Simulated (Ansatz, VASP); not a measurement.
# W in VASP and in Ansatz

```
CELL_PARAMETERS angstrom
-1.57772 1.57772 1.57772
1.57772 -1.57772 1.57772
1.57772 1.57772 -1.57772
ATOMIC_POSITIONS crystal
W 0.00000 0.00000 0.00000
```

Alike in both runs: task relaxation of cell and atoms; functional PBEsol; k mesh 16 × 16 × 16; occupations gaussian, width 0.1 eV; no spin polarisation.

|  | VASP | Ansatz |
| --- | --- | --- |
| version | VASP 6.6.1 | Ansatz 0.2.0 |
| potentials or method | VASP PAW PBE potentials, release 64 (W_sv), cutoff 500 eV | scalar-relativistic, plane waves, PAW |
| valence electrons in the cell | 14 | 14 |

VASP gave:

```
gap on the k mesh at the Fermi level, each at its own relaxed structure (eV) : none
relaxed volume (Å³/atom)                                                     : 15.71
relaxed cell length with the largest relative difference (Å)                 : 2.732
```

**Question.** Estimate Ansatz's values.

**Answer.** gap on the k mesh at the Fermi level, each at its own relaxed structure (eV): none; relaxed volume (Å³/atom): 15.68; relaxed cell length with the largest relative difference (Å): 2.731.

VASP's potentials were made for PBE, not for PBEsol, and Ansatz warns of the same on its side. A gap of «none» marks a metal or a gap that the smearing closes.

Neither program's run includes spin-orbit coupling.
